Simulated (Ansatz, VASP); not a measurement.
**Two plane-wave programs on SnTe**

Contents of INCAR:

```
PREC = Accurate ; ENCUT = 520
EDIFF = 1E-7 ; ISMEAR = -1
SIGMA = 0.05 ; LREAL = False
LASPH = True ; NELM = 150
ALGO = Normal ; ISIF = 2
LWAVE = False ; LCHARG = False
MAGMOM = 0 0 0 0 0 0 ; LORBIT = 11
LSORBIT = True ; GGA_COMPAT = False
LORBMOM = True ; GGA = PS
NBANDS = 32
```

Contents of KPOINTS:

```
Automatic mesh
0
Gamma
  7 7 7
```

File POSCAR:

```
SnTe
1.0
    0.0000000000      3.1923133075      3.1923133075
    3.1923133075      0.0000000000      3.1923133075
    3.1923133075      3.1923133075      0.0000000000
Te Sn
1 1
Direct
    0.5000000000      0.5000000000      0.5000000000
    0.0000000000      0.0000000000      0.0000000000
```

input.yaml

```yaml
crystal:
  lattice:
    - [0.0, 3.1923133075, 3.1923133075]
    - [3.1923133075, 0.0, 3.1923133075]
    - [3.1923133075, 3.1923133075, 0.0]
  atoms:
    - { symbol: Te, position: [0.5, 0.5, 0.5] }
    - { symbol: Sn, position: [0.0, 0.0, 0.0] }
hamiltonian:
  xc: pbesol
  pseudopotentials: { kind: paw_fr }
magnetization:
  noncollinear: true
  spin_orbit: true
kpoints:
  mp_grid: { grid: [7, 7, 7] }
scf:
  occupations: { method: fermi_dirac, width: 0.05 }
output:
  forces: true
  stress: true
  eigenvalues: true
```

Alike in both runs: task single point; functional PBEsol; k mesh 7 × 7 × 7; occupations fermi-dirac, width 0.05 eV; non-collinear spin, spin-orbit coupling.

```csv
,VASP,Ansatz
version,VASP 6.6.1,Ansatz 0.2.0
potentials or method,"VASP PAW PBE potentials, release 64 (Te, Sn_d)",Ansatz PAW
plane-wave cutoff (eV),520,420
valence electrons in the cell,20,30
```

|  | VASP | Ansatz | Ansatz less VASP |
| --- | --- | --- | --- |
| pressure (GPa) | -2.0 | -2.0 | -0.02 |
| net moment per atom (μB) | 0.00 | 0.00 | 0.000 |

VASP's potentials were made for PBE, not for PBEsol. The functional is the same, so the differences come from potentials, cutoffs and numerics. VASP's potentials hold 20 valence electrons a cell and Ansatz's 30, so a difference there can come from the potentials and not from the codes.
